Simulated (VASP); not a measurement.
# Ni (Im-3m) in VASP: a series of runs, part 2 of 2

VASP 6.6.1.

## Step 5: Relaxation of cell and atoms, PBEsol+D3(BJ), collinear spin, ferromagnetic start

This run uses another cell than the first one, of 10.60 Å³/atom.

INCAR reads:

```
  ALGO = Normal
  EDIFF = 1E-6
  EDIFFG = -0.01
  ENCUT = 600
  GGA = PS
  IBRION = 2
  ISIF = 3
  ISMEAR = -1
  ISPIN = 2
  IVDW = 12
  LASPH = T
  LCHARG = F
  LMAXMIX = 4
  LORBIT = 11
  LREAL = F
  LWAVE = F
  MAGMOM = 1.5
  NELM = 150
  NSW = 80
  PREC = Accurate
  SIGMA = 0.05
```

KPOINTS reads:

```
k-points
0
Gamma
  17 17 17
```

POSCAR reads:

```
Ni
1.0
    2.3966650188     -0.0000000133     -0.0000000230
   -0.7988883271      2.2595974538     -0.0000000230
   -0.7988883271     -1.1297986937      1.9568688164
Ni
1
Direct
    0.0000000000      0.0000000000      0.0000000000
```

Potentials or basis: VASP PAW PBE potentials, release 64 (Ni).

Launch:

```bash
> cat potpaw_PBE.64/Ni/POTCAR > POTCAR
> mpirun -np 1 vasp_std > vasp.out
```

OUTCAR:

```text
EDIFF = 1E-6
   EDIFFG = -0.01
   ENCUT = 600
   GGA = PS
   IBRION = 2
   ISIF = 3
   ISMEAR = -1
   ISPIN = 2
   IVDW = 12
   LASPH = T
   LORBIT = 11
   LREAL = F
   NELM = 150
   NSW = 80
   PREC = Accurate
 IVDW          = 12

 ion  position               nearest neighbor table
   1  0.000  0.000  0.000-

  LATTYP: Found a body centered cubic cell.
 ALAT       =     2.7674303875

  Lattice vectors:

 A1 = (   2.3966650188,  -0.0000000133,  -0.0000000230)
 A2 = (  -0.7988883271,   2.2595974538,  -0.0000000230)
 A3 = (  -0.7988883271,  -1.1297986937,   1.9568688164)

Analysis of symmetry for initial positions (statically):
=====================================================================
 Subroutine PRICEL returns:
 Original cell was already a primitive cell.

 Routine SETGRP: Setting up the symmetry group for a
 body centered cubic supercell.

 Subroutine GETGRP returns: Found 48 space group operations
 (whereof 48 operations were pure point group operations)
 out of a pool of 48 trial point group operations.

The static configuration has the point symmetry O_h .

Analysis of symmetry for dynamics (positions and initial velocities):
=====================================================================
 Subroutine PRICEL returns:
 Original cell was already a primitive cell.

 Routine SETGRP: Setting up the symmetry group for a
 body centered cubic supercell.

 Subroutine GETGRP returns: Found 48 space group operations
 (whereof 48 operations were pure point group operations)
 out of a pool of 48 trial point group operations.

The dynamic configuration has the point symmetry O_h .

Analysis of structural, dynamic, and magnetic symmetry:
=====================================================================
 Subroutine PRICEL returns:
 Original cell was already a primitive cell.

 Routine SETGRP: Setting up the symmetry group for a
 body centered cubic supercell.

 Subroutine GETGRP returns: Found 48 space group operations
[... 116 lines left out ...]
   ISMEAR =    -1;   SIGMA  =   0.05  broadening in eV -4-tet -1-fermi 0-gaus
   EFERMI_NEDOS =   21; number of points for ismear=-14 and -15
   IALGO  =     38    algorithm
   IMIX   =      4    mixing-type and parameters
     AMIX     =   0.40;   BMIX     =  1.00
     AMIX_MAG =   1.60;   BMIX_MAG =  1.00
  volume/ion in A,a.u.               =      10.60        71.51
  Fermi-wavevector in a.u.,A,eV,Ry     =   1.605738  3.034406 35.081204  2.578396
  Thomas-Fermi vector in A             =   2.702037
   LORBIT       =     11    0 simple, 1 ext, 2 COOP (PROOUT), +10 PAW based schemes
   GGA     = PS    functional components
   LHFCALC =     F    Hartree Fock is set to
   AEXX    =    0.0000 exact exchange contribution
   IVDW    =    12    specifies the selected vdW correction
   LEPSILON=     F    determine dielectric tensor
   LRPA    =     F    only Hartree local field effects (RPA)
 conjugate gradient relaxation of ions
 spin polarized calculation
  energy-cutoff  :      600.00
  volume of cell :       10.60
 maximum number of plane-waves:       370
   NGX =  9   NGY =  9   NGZ =  9

--------------------------------------- Ionic step        1  -------------------------------------------

 number of electron      10.0000001 magnetization       0.5142332

 Free energy of the ion-electron system (eV)
  ---------------------------------------------------
  ext. energy  EPLUGINS =         0.00000000
  ---------------------------------------------------
  free energy    TOTEN  =        -6.03832071 eV

  energy without entropy =       -6.02473160  energy(sigma->0) =       -6.03152616

 E-fermi :   9.4350     XC(G=0): -13.5867

 val. band max:        9.4310989297   @ k =  -0.3529   0.3529   0.1176
 cond. band min:       9.4357356855   @ k =   0.4118   0.1765   0.0000
 fundamental gap:      0.0046367557
 Fermi energy:         9.4349564262

 spin component 1

 k-point     1 :       0.0000    0.0000    0.0000
  band No.  band energies     occupation
      1       0.3180      1.00000
      2       7.1011      1.00000
      3       7.1011      1.00000
      4       7.1011      1.00000
      5       8.5716      1.00000
      6       8.5717      1.00000
      7      36.1386      0.00000
      8      36.1386      0.00000
      9      36.1386      0.00000
     10      41.2065      0.00000
[... 692 lines left out ...]
--------------------------------------- Ionic step        3  -------------------------------------------

 number of electron      10.0000008 magnetization       0.4650113

 Free energy of the ion-electron system (eV)
  ---------------------------------------------------
  ext. energy  EPLUGINS =         0.00000000
  ---------------------------------------------------
  free energy    TOTEN  =        -6.03313372 eV

  energy without entropy =       -6.01980298  energy(sigma->0) =       -6.02646835

 E-fermi :  10.0720     XC(G=0): -13.8523

 val. band max:       10.0684312964   @ k =  -0.4118   0.4706   0.3529
 cond. band min:      10.0819722987   @ k =  -0.2353   0.2941   0.1765
 fundamental gap:      0.0135410023
 Fermi energy:        10.0720223490

 spin component 1

 k-point     1 :       0.0000    0.0000    0.0000
  band No.  band energies     occupation
      1       0.6538      1.00000
      2       7.6550      1.00000
      3       7.6550      1.00000
      4       7.6550      1.00000
      5       9.2136      1.00000
      6       9.2136      1.00000
      7      37.2415      0.00000
      8      37.2415      0.00000
      9      37.2415      0.00000
     10      42.6294      0.00000
[... 647 lines left out ...]
  FREE ENERGIE OF THE ION-ELECTRON SYSTEM (eV)
  ---------------------------------------------------
  free  energy   TOTEN  =        -6.4809325272 eV

  energy  without entropy=       -6.4676017939  energy(sigma->0) =       -6.47426716

 reached required accuracy - stopping structural energy minimisation

 total charge

# of ion       s       p       d       tot
------------------------------------------
    1        0.524   0.559   8.369   9.452

 magnetization (x)

# of ion       s       p       d       tot
------------------------------------------
    1       -0.004  -0.014   0.484   0.466
```

CONTCAR:

```text
Ni
   1.00000000000000
     2.3618240644490180   -0.0000000131060475   -0.0000000226651191
    -0.7872746758308163    2.2267490869559570   -0.0000000226656813
    -0.7872746758312470   -1.1133745107608013    1.9284212959650222
  Ni
     1
Direct
     0.0000000000000000    0.0000000000000000    0.0000000000000000

  0.00000000E+00  0.00000000E+00  0.00000000E+00
```

Run time: 41 s. Hardware: 1 thread of Intel Xeon 6975P-C (Granite Rapids), shared host; peak memory 0.17 GiB.

What came out:

| Item | Value |
| --- | --- |
| Free energy | -6.4809 eV |
| Relaxed volume | 10.14 Å³/atom |
| Relaxed cell | a = 2.362 Å, b = 2.362 Å, c = 2.362 Å, α = 109.47°, β = 109.47°, γ = 109.47° |
| Space group after relaxing (to 0.1 Å) | Im-3m (No. 229) |
| Energy gained by relaxing | 13.9 meV/atom |
| Ionic steps | 3 |
| Pressure after relaxing | 0.0 GPa |
| Net moment | 0.47 μB per cell |
| Site moments | Ni +0.47 μB |
| Valence electrons inside the program's atomic spheres | Ni 9.45 |
| Dispersion energy per atom | -0.448 eV |

Step by step:
| step | energy change (eV) | largest force (eV/Å) | pressure (GPa) | volume (Å³) |
| --- | --- | --- | --- | --- |
| 1 | 0.0000 | 0.0000 | -9.21 | 10.60 |
| 2 | 0.0019 | 0.0000 | 11.78 | 9.69 |
| 3 | -0.0139 | 0.0000 | -0.05 | 10.14 |

Final structure:
```
CELL_PARAMETERS angstrom
2.36182 0.00000 0.00000
-0.78727 2.22675 0.00000
-0.78727 -1.11337 1.92842
ATOMIC_POSITIONS crystal
Ni 0.00000 0.00000 0.00000
```

Caveat: the PAW data sets were made with another functional, which shifts forces and pressure a little.

## Step 6: Relaxation of cell and atoms, r2SCAN, collinear spin, ferromagnetic start

This run uses another cell than the first one, of 10.60 Å³/atom.

POSCAR is that of step 5.

INCAR.step1 reads:

```
ALGO = Normal
EDIFF = 1E-4
ENCUT = 600
GGA = PE
ISMEAR = -1
ISPIN = 2
LASPH = True
LCHARG = False
LMAXMIX = 4
LREAL = False
LWAVE = True
MAGMOM = 1.5
NELM = 150
PREC = Accurate
SIGMA = 0.05
```

INCAR.step2 reads:

```
ALGO = Normal
EDIFF = 1E-6
EDIFFG = -0.01
ENCUT = 600
IBRION = 2
ISIF = 3
ISMEAR = -1
ISPIN = 2
ISTART = 1
LASPH = True
LCHARG = False
LMAXMIX = 4
LMIXTAU = True
LORBIT = 11
LREAL = False
LWAVE = False
MAGMOM = 1.5
METAGGA = R2SCAN
NELM = 150
NSW = 80
PREC = Accurate
SIGMA = 0.05
```

KPOINTS is that of step 5.

Potentials or basis: VASP PAW PBE potentials, release 64 (Ni).

Launch:

```bash
> cat potpaw_PBE.64/Ni/POTCAR > POTCAR
> cp INCAR.step1 INCAR
> mpirun -np 1 vasp_std > vasp.out
> cp INCAR.step2 INCAR
> mpirun -np 1 vasp_std > vasp.out
```

Wall time 66 s (1 thread of Intel Xeon 6975P-C (Granite Rapids), shared host); peak memory 0.15 GiB.

Results (log left out):

- Free energy: -11.8366 eV
- Pressure after relaxing: 0.0 GPa
- Net moment: 0.64 μB per cell
- Site moments: Ni +0.66 μB
- Valence electrons inside the program's atomic spheres: Ni 9.40

Final structure:
```xyz
1
Lattice="2.3967 0.0000 0.0000 -0.7989 2.2596 0.0000 -0.7989 -1.1298 1.9569" Properties=species:S:1:pos:R:3 pbc="T T T"
Ni    0.0000    0.0000    0.0000
```

Levels at points of the mesh, in eV from the Fermi level:
Spin up:
```tsv
k point	band 2	band 3	band 4	band 5	band 6	band 7	band 8	band 9
(0.00, 0.00, 0.00)	-2.71	-2.71	-2.71	-1.16	-1.16	27.77	27.77	27.77
```
Spin down:
```tsv
k point	band 1	band 2	band 3	band 4	band 5	band 6	band 7	band 8	band 9	band 10
(0.00, 0.00, 0.00)	-9.57	-1.55	-1.55	-1.55	-0.50	-0.50	27.74	27.74	27.74	32.97
```

Caveat: the relaxation stopped at its first step, so nothing moved; the PAW data sets were made with another functional, which shifts forces and pressure a little.

## Step 7: The runs side by side

| task | level | cell | cutoff (eV) | gap on the mesh (eV) | pressure (GPa) | moment (μB) |
| --- | --- | --- | --- | --- | --- | --- |
| single point | PBEsol+D3(BJ) | a = 2.363 Å, angles 109.5°, 1 atom | 520 | none | -0.1 | 0.47 |
| single point | r2SCAN+D4 | a = 2.388 Å, angles 109.5°, 1 atom | 520 | none | 0.4 | 0.64 |
| single point | r2SCAN | a = 2.396 Å, angles 109.5°, 1 atom | 520 | none | 0.4 | 0.64 |
| relaxation of cell and atoms | PBEsol+D3(BJ) | relaxed from a = 2.397 Å, angles 109.5°, 1 atom | 600 | none | 0.0 | 0.47 |
| relaxation of cell and atoms | r2SCAN | relaxed from a = 2.397 Å, angles 109.5°, 1 atom | 600 | none | 0.0 | 0.64 |

Alike in all rows: potentials or basis VASP PAW PBE potentials, release 64 (Ni); spin collinear, ferromagnetic start; k mesh 17 × 17 × 17; smearing fermi-dirac 0.05 eV.

Caveats: the PAW data sets were made with another functional, which shifts forces and pressure a little; the relaxation stopped at its first step, so nothing moved (at least some runs).

Absolute energies hang on the potentials; compare differences alone.
